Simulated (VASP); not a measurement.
Input of a VASP 6.6.1 run:

Contents of INCAR:

```
  PREC = Accurate
  ENCUT = 520
  EDIFF = 1E-6
  ISMEAR = 0
  SIGMA = 0.1
  LREAL = False
  LASPH = True
  NELM = 100
  ALGO = Normal
  ISIF = 2
  LWAVE = False
  LCHARG = False
  GGA = PE
  NBANDS = 36
```

The input KPOINTS:

```
regular mesh
0
Gamma
  12 12 8
```

POSCAR

```
Ge
1.0
    4.2407737600      0.0000000000      0.0000000000
   -2.1203868800      3.6726178079      0.0000000000
    0.0000000000      0.0000000000      6.5118299299
Ge
4
Direct
    0.6666666667      0.3333333333      0.0605901233
    0.3333333333      0.6666666667      0.5605901233
    0.6666666667      0.3333333333      0.4394098767
    0.3333333333      0.6666666667      0.9394098767
```

Potentials or basis: VASP PAW PBE potentials, release 64 (Ge_d).

Launch:

```console
$ cat potpaw_PBE.64/Ge_d/POTCAR > POTCAR
$ mpirun -np 1 vasp_std > vasp.out
```

(1) What does it give for the largest force?

(2) What does it give for the pressure?

(3) What does it give for the band gap on the k mesh?

Answers

(1) 0.300 eV/Å.

(2) -2.7 GPa.

(3) zero (bands 28 and 29 overlap by 0.37 eV).

Caveat: the cell differs from its parent crystal (biaxial strain in the a-b plane: +4.5 %); the stress differs along the axes, from -6 to 3 GPa; semilocal functionals underestimate gaps, and a narrow one can read as zero.
